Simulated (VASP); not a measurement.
Here is a VASP 6.6.1 calculation.

Contents of INCAR:

```
SYSTEM = Mo6H
PREC = Accurate
ENCUT = 520
EDIFF = 1E-7
ISMEAR = 0
SIGMA = 0.1
LREAL = .FALSE.
LASPH = .TRUE.
NELM = 60
ALGO = Normal
ISIF = 2
LWAVE = .FALSE.
LCHARG = .FALSE.
LDIPOL = .TRUE.
IDIPOL = 3
DIPOL = 0.5 0.5 0.341
GGA = PE
NBANDS = 52
```

KPOINTS

```
regular mesh
0
G
  6 6 1
  0 0 0
```

POSCAR

```
Mo6H
1.0
    4.4695765307      0.0000000000      0.0000000000
   -2.2347882654      3.8707668198      0.0000000000
    0.0000000000      0.0000000000     19.7595667350
Mo H
6 1
Direct
    0.6666666667      0.3333333333      0.2024335884
    0.3333333333      0.6666666667      0.2486060831
    0.0000000000      0.0000000000      0.2947785777
    0.6666666667      0.3333333333      0.3368821116
    0.3333333333      0.6666666667      0.3779725564
    0.0000000000      0.0000000000      0.4180034333
    0.0000000000      0.0000000000      0.5087659397
```

Potentials or basis: VASP PAW PBE potentials, release 64 (Mo_sv, H).

The run is started by

```bash
$ cat potpaw_PBE.64/Mo_sv/POTCAR potpaw_PBE.64/H/POTCAR > POTCAR
$ mpirun -np 1 vasp_std > vasp.out
```

(1) What does it give for the largest force?

(2) What does it give for the band gap on the k mesh?

Answers

(1) 2.677 eV/Å.

(2) zero (an odd number of electrons rules out a gap without spin polarisation).
